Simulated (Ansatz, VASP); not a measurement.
## Two plane-wave programs on P

```xyz
8
Lattice="3.3225 0.0000 0.0000 0.0000 10.1915 0.0000 0.0000 0.0000 4.2502" Properties=species:S:1:pos:R:3 pbc="T T T"
P     0.0000    9.1122    3.9310
P     1.6613    9.1122    2.4443
P     1.6613    6.1751    0.3192
P     0.0000    6.1751    1.8059
P     1.6613    4.0165    3.9310
P     0.0000    4.0165    2.4443
P     0.0000    1.0793    0.3192
P     1.6613    1.0793    1.8059
```

Change from the starting cell: strain along c alone, the other axes held, atoms relaxed: +2.0 %.

Alike in both runs: functional PBE; dispersion D3(BJ); k mesh 10 × 4 × 8; occupations gaussian, width 0.1 eV; no spin polarisation.

Ansatz relaxed the structure, and its values are those at the end. VASP's run is a single point on that final structure, the one shown.

|  | VASP | Ansatz |
| --- | --- | --- |
| version | VASP 6.6.1 | Ansatz 0.2.0 |
| potentials or method | VASP PAW PBE potentials, release 64 (P), cutoff 520 eV | scalar-relativistic, plane waves, PAW |
| valence electrons in the cell | 40 | 40 |

```tsv
	VASP	Ansatz	Ansatz less VASP
gap on the k mesh at the Fermi level (eV)	none	none	-
pressure (GPa)	-1.0	-0.6	+0.34
rms of the force components (eV/Å)	0.034	0.001	-0.0324
```

A gap of «none» marks a metal or a gap that the smearing closes. Ansatz's warnings: stress scf threshold loose.
